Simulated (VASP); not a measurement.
# Mo (Pm-3m) in VASP: notebook

Mo is run at these levels: revPBE; tasks: single point.

Everything below comes from runs of VASP 6.6.1. Logs are shortened: lines on timing, memory, paths and dates and some standing lists are left out, and cuts for length are marked.

### Step 1. The cell of the first run

It takes space group Pm-3m (No. 221, cubic). Conventional cell: a = 2.614 Å, b = 2.614 Å, c = 2.614 Å, α = 90.00°, β = 90.00°, γ = 90.00°. Within 3.4 Å of Mo (site symmetry m-3m) lie 6 Mo at 2.61 Å.

### Step 2. Single point, revPBE

Input file INCAR:

```
ALGO = Normal
EDIFF = 1E-6
ENCUT = 520
GGA = RE
ISIF = 2
ISMEAR = -1
LASPH = True
LCHARG = False
LREAL = False
LWAVE = False
NBANDS = 13
NELM = 60
PREC = Accurate
SIGMA = 0.1
```

Input file KPOINTS:

```
k-points
0
Gamma
  12 12 12
```

Input file POSCAR:

```
Mo
1.0
    2.6137321685      0.0000000000      0.0000000000
    0.0000000000      2.6137321685      0.0000000000
    0.0000000000      0.0000000000      2.6137321685
Mo
1
Direct
    0.0000000000      0.0000000000      0.0000000000
```

Potentials or basis: VASP PAW PBE potentials, release 64 (Mo_sv).

Command:

```console
> cat potpaw_PBE.64/Mo_sv/POTCAR > POTCAR
> mpirun -np 1 vasp_std > vasp.out
```

OUTCAR:

```text
EDIFF = 1E-6
   ENCUT = 520
   GGA = RE
   ISIF = 2
   ISMEAR = -1
   LASPH = True
   LREAL = False
   NELM = 60
   PREC = Accurate

 ion  position               nearest neighbor table
   1  0.000  0.000  0.000-

  LATTYP: Found a simple cubic cell.
 ALAT       =     2.6137321685

  Lattice vectors:

 A1 = (   2.6137321685,   0.0000000000,   0.0000000000)
 A2 = (   0.0000000000,   2.6137321685,   0.0000000000)
 A3 = (   0.0000000000,   0.0000000000,   2.6137321685)

Analysis of symmetry for initial positions (statically):
=====================================================================
 Subroutine PRICEL returns:
 Original cell was already a primitive cell.

 Routine SETGRP: Setting up the symmetry group for a
 simple cubic supercell.

 Subroutine GETGRP returns: Found 48 space group operations
 (whereof 48 operations were pure point group operations)
 out of a pool of 48 trial point group operations.

The static configuration has the point symmetry O_h .

Analysis of symmetry for dynamics (positions and initial velocities):
=====================================================================
 Subroutine PRICEL returns:
 Original cell was already a primitive cell.

 Routine SETGRP: Setting up the symmetry group for a
 simple cubic supercell.

 Subroutine GETGRP returns: Found 48 space group operations
 (whereof 48 operations were pure point group operations)
 out of a pool of 48 trial point group operations.

The dynamic configuration has the point symmetry O_h .

 Subroutine INISYM returns: Found 48 space group operations
 (whereof 48 operations are pure point group operations),
 and found     1 'primitive' translations

----------------------------------------------------------------------------------------

                                     Primitive cell

  volume of cell :      17.8560

  direct lattice vectors                    reciprocal lattice vectors
     2.613732168  0.000000000  0.000000000     0.382594671  0.000000000  0.000000000
     0.000000000  2.613732168  0.000000000     0.000000000  0.382594671  0.000000000
     0.000000000  0.000000000  2.613732168     0.000000000  0.000000000  0.382594671

  length of vectors
     2.613732168  2.613732168  2.613732168     0.382594671  0.382594671  0.382594671

  position of ions in fractional coordinates (direct lattice)
     0.000000000  0.000000000  0.000000000

  ion indices of the primitive-cell ions
   primitive index   ion index
                 1           1

----------------------------------------------------------------------------------------

 KPOINTS: k-points

Automatic generation of k-mesh.
 Grid dimensions read from file:
 generate k-points for:   12   12   12

 Generating k-lattice:

  Cartesian coordinates                     Fractional coordinates (reciprocal lattice)
     0.031882889  0.000000000  0.000000000     0.083333333  0.000000000  0.000000000
     0.000000000  0.031882889  0.000000000     0.000000000  0.083333333  0.000000000
     0.000000000  0.000000000  0.031882889     0.000000000  0.000000000  0.083333333

  Length of vectors
     0.031882889  0.031882889  0.031882889

  Shift w.r.t. Gamma in fractional coordinates (k-lattice)
     0.000000000  0.000000000  0.000000000

 Subroutine IBZKPT returns following result:
 ===========================================

 Found     84 irreducible k-points:

 Following reciprocal coordinates:
            Coordinates               Weight
  0.000000  0.000000  0.000000      1.000000
  0.083333  0.000000  0.000000      6.000000
  0.166667  0.000000  0.000000      6.000000
  0.250000  0.000000  0.000000      6.000000
  0.333333  0.000000  0.000000      6.000000
  0.416667  0.000000  0.000000      6.000000
[... 16 lines left out ...]
  0.333333  0.333333  0.000000     12.000000
  0.416667  0.333333  0.000000     24.000000
 [... further k-points ...]
   k-points           NKPTS =     84   k-points in BZ     NKDIM =     84   number of bands    NBANDS=     13
   number of dos      NEDOS =    301   number of ions     NIONS =      1
   total plane-waves  NPLWV =   8000
   dimension x,y,z NGX =    20 NGY =   20 NGZ =   20
   dimension x,y,z NGXF=    40 NGYF=   40 NGZF=   40
   ions per type =               1
   NGX,Y,Z   is equivalent  to a cutoff of  12.72, 12.72, 12.72 a.u.
   NGXF,Y,Z  is equivalent  to a cutoff of  25.44, 25.44, 25.44 a.u.
 SYSTEM =  unknown system
   PREC   = accura    normal or accurate (medium, high low for compatibility)
   ISTART =      0    job   : 0-new  1-cont  2-samecut
   ICHARG =      2    charge: 1-file 2-atom 10-const
   ISPIN  =      1    spin polarized calculation?
   LNONCOLLINEAR =      F non collinear calculations
   LSORBIT =      F    spin-orbit coupling
   LASPH  =      T    aspherical Exc in radial PAW
   ENCUT  =  520.0 eV  38.22 Ry    6.18 a.u.   4.86  4.86  4.86*2*pi/ulx,y,z
   NELM   =     60;   NELMIN=  2; NELMDL= -5     # of ELM steps
   EDIFF  = 0.1E-05   stopping-criterion for ELM
   LREAL  =      F    real-space projection
   EDIFFG = 0.1E-04   stopping-criterion for IOM
   NSW    =      0    number of steps for IOM
   IBRION =     -1    ionic relax: 0-MD 1-quasi-New 2-CG
   NFREE  =      0    steps in history (QN), initial steepest desc. (CG)
   ISIF   =      2    stress and relaxation
   ISYM   =      2    0-nonsym 1-usesym 2-fastsym
   POTIM  = 0.5000    time-step for ionic-motion
   TEBEG  =    0.0;   TEEND  =   0.0 temperature during run
   PSTRESS=    0.0 pullay stress
   NELECT =      14.0000    total number of electrons
   NUPDOWN=      -1.0000    fix difference up-down
   EMIN   =  10.00;   EMAX   =-10.00  energy-range for DOS
   EFERMI =   0.00;   METHOD = LEGACY
   ISMEAR =    -1;   SIGMA  =   0.10  broadening in eV -4-tet -1-fermi 0-gaus
   EFERMI_NEDOS =   21; number of points for ismear=-14 and -15
   IALGO  =     38    algorithm
   IMIX   =      4    mixing-type and parameters
     AMIX     =   0.40;   BMIX     =  1.00
     AMIX_MAG =   1.60;   BMIX_MAG =  1.00
  volume/ion in A,a.u.               =      17.86       120.50
  Fermi-wavevector in a.u.,A,eV,Ry     =   1.509581  2.852694 31.005430  2.278835
  Thomas-Fermi vector in A             =   2.619884
   LORBIT       =      0    0 simple, 1 ext, 2 COOP (PROOUT), +10 PAW based schemes
   GGA     = RE    functional components
   LHFCALC =     F    Hartree Fock is set to
   AEXX    =    0.0000 exact exchange contribution
   IVDW    =     0    specifies the selected vdW correction
   LEPSILON=     F    determine dielectric tensor
   LRPA    =     F    only Hartree local field effects (RPA)
 non-spin polarized calculation
  energy-cutoff  :      520.00
  volume of cell :       17.86
 maximum number of plane-waves:       500
 NGX is ok and might be reduce to    20
   NGX =  9   NGY =  9   NGZ =  9

 number of electron      13.9999998 magnetization

 Free energy of the ion-electron system (eV)
  ---------------------------------------------------
  ext. energy  EPLUGINS =         0.00000000
  ---------------------------------------------------
  free energy    TOTEN  =        -9.36314166 eV

  energy without entropy =       -9.33031609  energy(sigma->0) =       -9.34672888

 E-fermi :  10.4553     XC(G=0): -12.4613

 val. band max:       10.4388018090   @ k =   0.3333   0.3333   0.1667
 cond. band min:      10.4827517298   @ k =   0.4167   0.3333   0.1667
 fundamental gap:      0.0439499208
 Fermi energy:        10.4552753595

 k-point     1 :       0.0000    0.0000    0.0000
  band No.  band energies     occupation
      1     -50.6001      2.00000
      2     -23.9097      2.00000
      3     -23.9097      2.00000
      4     -23.9097      2.00000
      5       4.1079      2.00000
      6       6.4334      2.00000
      7       6.4335      2.00000
      8      14.2545      0.00000
      9      14.2545      0.00000
     10      14.2545      0.00000
     11      25.8871      0.00000
     12      25.8871      0.00000
     13      25.8871      0.00000

 k-point     2 :       0.0833    0.0000    0.0000
  band No.  band energies     occupation
      1     -50.5879      2.00000
      2     -24.0107      2.00000
      3     -23.9011      2.00000
      4     -23.9011      2.00000
      5       4.3143      2.00000
      6       6.4858      2.00000
      7       6.6657      2.00000
      8      13.9737      0.00000
      9      13.9737      0.00000
     10      14.2749      0.00000
     11      24.8443      0.00000
     12      26.3038      0.00000
     13      26.3038      0.00000

 k-point     3 :       0.1667    0.0000    0.0000
  band No.  band energies     occupation
      1     -50.5543      2.00000
      2     -24.2810      2.00000
      3     -23.8776      2.00000
      4     -23.8776      2.00000
      5       4.8470      2.00000
      6       6.6324      2.00000
      7       7.3691      2.00000
      8      13.2847      0.00000
      9      13.2847      0.00000
     10      14.3312      0.00000
     11      22.8770      0.00000
     12      27.3756      0.00000
     13      27.3756      0.00000

 k-point     4 :       0.2500    0.0000    0.0000
  band No.  band energies     occupation
      1     -50.5080      2.00000
      2     -24.6381      2.00000
      3     -23.8454      2.00000
      4     -23.8454      2.00000
      5       5.5342      2.00000
      6       6.8422      2.00000
      7       8.4636      2.00000
      8      12.4761      0.00000
      9      12.4761      0.00000
     10      14.4093      0.00000
     11      21.0476      0.00000
     12      27.5589      0.00000
     13      28.7555      0.00000

 k-point     5 :       0.3333    0.0000    0.0000
  band No.  band energies     occupation
      1     -50.4612      2.00000
      2     -24.9825      2.00000
      3     -23.8129      2.00000
      4     -23.8129      2.00000
      5       6.2436      2.00000
      6       7.0643      2.00000
      7       9.6227      1.99952
      8      11.7725      0.00000
      9      11.7725      0.00000
     10      14.4887      0.00000
     11      19.8209      0.00000
     12      26.0478      0.00000
     13      30.1503      0.00000

 k-point     6 :       0.4167    0.0000    0.0000
  band No.  band energies     occupation
      1     -50.4266      2.00000
      2     -25.2273      2.00000
      3     -23.7891      2.00000
      4     -23.7891      2.00000
      5       6.8339      2.00000
      6       7.2358      2.00000
      7      10.3808      1.35621
      8      11.3062      0.00040
      9      11.3062      0.00040
     10      14.5478      0.00000
     11      19.4159      0.00000
     12      25.0945      0.00000
     13      30.1510      0.00000

 k-point     7 :       0.5000    0.0000    0.0000
  band No.  band energies     occupation
      1     -50.4139      2.00000
      2     -25.3154      2.00000
      3     -23.7803      2.00000
      4     -23.7803      2.00000
      5       7.0793      2.00000
      6       7.3006      2.00000
      7      10.5950      0.39645
      8      11.1440      0.00204
      9      11.1440      0.00204
     10      14.5696      0.00000
     11      19.4467      0.00000
     12      24.7678      0.00000
     13      29.3299      0.00000
[... 193 lines left out ...]
 k-point    20 :       0.3333    0.2500    0.0000
  band No.  band energies     occupation
      1     -50.3714      2.00000
      2     -24.8915      2.00000
      3     -24.5119      2.00000
      4     -23.7512      2.00000
      5       6.9076      2.00000
      6       7.7175      2.00000
      7      10.1417      1.91667
      8      12.0400      0.00000
      9      12.1992      0.00000
     10      12.8935      0.00000
     11      20.8446      0.00000
     12      24.6622      0.00000
     13      27.8647      0.00000

 k-point    21 :       0.4167    0.2500    0.0000
  band No.  band energies     occupation
      1     -50.3375      2.00000
      2     -25.1301      2.00000
      3     -24.4813      2.00000
      4     -23.7280      2.00000
      5       7.0196      2.00000
      6       7.6733      2.00000
      7      10.2741      1.71906
      8      11.6032      0.00002
      9      12.9773      0.00000
     10      13.6648      0.00000
     11      19.6011      0.00000
     12      25.6978      0.00000
     13      27.3764      0.00000

 k-point    22 :       0.5000    0.2500    0.0000
  band No.  band energies     occupation
      1     -50.3249      2.00000
      2     -25.2161      2.00000
      3     -24.4700      2.00000
      4     -23.7195      2.00000
      5       7.0020      2.00000
      6       7.7056      2.00000
      7      10.3084      1.62575
      8      11.4488      0.00010
      9      13.0107      0.00000
     10      14.4016      0.00000
     11      19.0593      0.00000
     12      26.2228      0.00000
     13      27.7039      0.00000

 k-point    23 :       0.3333    0.3333    0.0000
  band No.  band energies     occupation
      1     -50.3259      2.00000
      2     -24.8578      2.00000
      3     -24.8309      2.00000
      4     -23.7201      2.00000
      5       6.6271      2.00000
      6       7.7200      2.00000
      7      11.6179      0.00002
      8      12.1040      0.00000
      9      12.3161      0.00000
     10      12.8151      0.00000
     11      20.3857      0.00000
     12      24.2699      0.00000
     13      27.6650      0.00000

 k-point    24 :       0.4167    0.3333    0.0000
  band No.  band energies     occupation
      1     -50.2922      2.00000
      2     -25.0808      2.00000
      3     -24.8099      2.00000
      4     -23.6972      2.00000
      5       6.2482      2.00000
      6       7.9036      2.00000
      7      11.7595      0.00000
      8      12.2173      0.00000
      9      12.3290      0.00000
     10      14.3215      0.00000
     11      19.2787      0.00000
     12      24.9224      0.00000
     13      27.1052      0.00000

 [... further k-points ...]
[... 5 lines left out ...]
  --------------------------------------------------------------------------------------
  -------------------------------------------------------------------------------------
  Total        0.0452812      0.0452812      0.0452812      0.0000000      0.0000000     -0.0000000
  in kB        4.0629842      4.0629842      4.0629842      0.0000000      0.0000000     -0.0000000
  external PRESSURE =       4.0629842 kB  Pullay stress =       0.0000000 kB

 VOLUME and BASIS-vectors are now :
 -----------------------------------------------------------------------------
  energy-cutoff  :      520.00
  volume of cell :       17.86
      direct lattice vectors                 reciprocal lattice vectors
     2.613732168  0.000000000  0.000000000     0.382594671  0.000000000  0.000000000
     0.000000000  2.613732168  0.000000000     0.000000000  0.382594671  0.000000000
     0.000000000  0.000000000  2.613732168     0.000000000  0.000000000  0.382594671

 POSITION                                       TOTAL-FORCE (eV/Angst)
 -----------------------------------------------------------------------------------
      0.00000      0.00000      0.00000         0.000000      0.000000      0.000000
 -----------------------------------------------------------------------------------
    total drift:                                0.000000      0.000000      0.000000

  FREE ENERGIE OF THE ION-ELECTRON SYSTEM (eV)
  ---------------------------------------------------
  free  energy   TOTEN  =        -9.3631416623 eV

  energy  without entropy=       -9.3303160905  energy(sigma->0) =       -9.34672888
```

Run time: 10 s. Hardware: 1 thread of Intel Xeon Platinum 8259CL at 2.50GHz (Skylake/Cascade Lake), shared host; peak memory 0.13 GiB.

Results:

| Quantity | Value |
| --- | --- |
| Free energy | -9.3631 eV |
| Pressure | 0.4 GPa |
| Band gap on the k mesh | zero (band 7 reaches 11.85 eV, above the bottom of band 8 at 9.74 eV) |

Levels at points of the mesh, in eV from the Fermi level:
| k point | band 5 | band 6 | band 7 | band 8 | band 9 | band 10 |
| --- | --- | --- | --- | --- | --- | --- |
| (0.00, 0.00, 0.00) | -6.35 | -4.02 | -4.02 | 3.80 | 3.80 | 3.80 |
| (0.50, 0.00, 0.00) | -3.38 | -3.15 | 0.14 | 0.69 | 0.69 | 4.11 |
| (0.50, 0.50, 0.00) | -5.12 | -2.16 | 1.32 | 1.32 | 5.75 | 5.75 |
| (0.50, 0.50, 0.50) | -3.57 | -3.57 | -3.57 | 6.17 | 6.17 | 7.81 |

Caveat: the PAW data sets were made with another functional, which shifts forces and pressure a little.

[end of part 1 of 2]
